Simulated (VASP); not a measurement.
BiB2: single point with PBE+D3(BJ)

Sheet: BiB2, a sheet with vacuum.

```xyz
6
Lattice="3.1850 0.0000 0.0000 -1.5925 2.7583 0.0000 0.0000 0.0000 36.9321" Properties=species:S:1:pos:R:3 pbc="T T T"
B     0.0000    1.8389    6.4397
B     1.5925    0.9194    6.4397
B     1.5925    0.9194   10.9329
B     0.0000    1.8389   10.9329
Bi    3.1850    0.0000    8.5682
Bi    3.1850    0.0000   13.0622
```

* Program: VASP 6.6.1
* Task: single point
* Functional: PBE
* Dispersion: D3(BJ)
* Potentials or basis: VASP PAW PBE potentials, release 64 (B, Bi_d)
* Cutoff: 520 eV
* k mesh: 12 × 12 × 1
* Occupations: gaussian, width 0.1 eV
* Spin: no spin polarisation

```json
{
  "Largest force": "0.010 eV/Å",
  "Band gap on the k mesh": "zero (band 21 reaches 0.17 eV, above the bottom of band 22 at -3.08 eV)",
  "Dispersion energy per atom": "-0.265 eV"
}
```

Forces in eV/Å, atoms in the order of the input:
```
B    0.000  0.000 -0.002
B    0.000  0.000 -0.002
B    0.000  0.000 -0.003
B    0.000  0.000 -0.003
Bi   0.000  0.000  0.010
Bi   0.000  0.000  0.000
```

Levels at points of the mesh, in eV from the Fermi level:
```tsv
k point	band 18	band 19	band 20	band 21	band 22	band 23	band 24	band 25
(0.00, 0.00, 0.00)	0.17	0.63	0.63	1.03	3.06	3.52	4.21	4.70
(0.50, 0.00, 0.00)	-3.80	-2.37	-1.72	-0.48	0.12	1.68	2.34	2.69
```

Wall time 2.5 min on 1 thread of Intel(R) Xeon(R) 6975P-C (Granite Rapids), with other jobs on the host, peak memory 0.49 GiB.

Caveat: spin-orbit coupling is left out, which moves the levels of the heavy elements.
